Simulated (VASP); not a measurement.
Wanted: the native input for a VASP 6.6.1 run.

```
Task                   : single point
Functional             : PBEsol
Potentials or basis    : VASP PAW PBE potentials, release 64 (Ta_pv, N)
Cutoff                 : 520 eV
k mesh                 : 16 × 16 × 16
Occupations            : gaussian, width 0.1 eV
Spin                   : no spin polarisation
Dipole correction      : no
Further INCAR settings : ALGO = Normal; EDIFF = 1e-06; NBANDS = 15
```

The structure of TaN lies in POSCAR:

```
TaN
1.0
    0.0000000000      2.1900744533      2.1900744533
    2.1900744533      0.0000000000      2.1900744533
    2.1900744533      2.1900744533      0.0000000000
Ta N
1 1
Direct
    0.5000000000      0.5000000000      0.5000000000
    0.0000000000      0.0000000000      0.0000000000
```

These files were run (other wordings do the same):

INCAR

```
PREC = Accurate
ENCUT = 520
EDIFF = 1E-6
ISMEAR = 0
SIGMA = 0.1
LREAL = F
LASPH = T
NELM = 80
ALGO = Normal
ISIF = 2
LWAVE = F
LCHARG = F
GGA = PS
NBANDS = 15
```

KPOINTS

```
Automatic mesh
0
Gamma
  16 16 16
```

Potentials or basis: VASP PAW PBE potentials, release 64 (Ta_pv, N).

Launch:

```console
$ cat potpaw_PBE.64/Ta_pv/POTCAR potpaw_PBE.64/N/POTCAR > POTCAR
$ mpirun -np 1 vasp_std > vasp.out
```

It gave:

The pressure is -0.1 GPa and the band gap on the k mesh is zero (band 8 reaches 11.46 eV, above the bottom of band 9 at 7.35 eV).

Caveat: the PAW data sets were made with another functional, which shifts forces and pressure a little; spin-orbit coupling is left out, which moves the levels of the heavy elements.

Wall time 12 s on 1 thread of Intel(R) Xeon(R) 6975P-C (Granite Rapids) (shared host), peak memory 0.17 GiB.
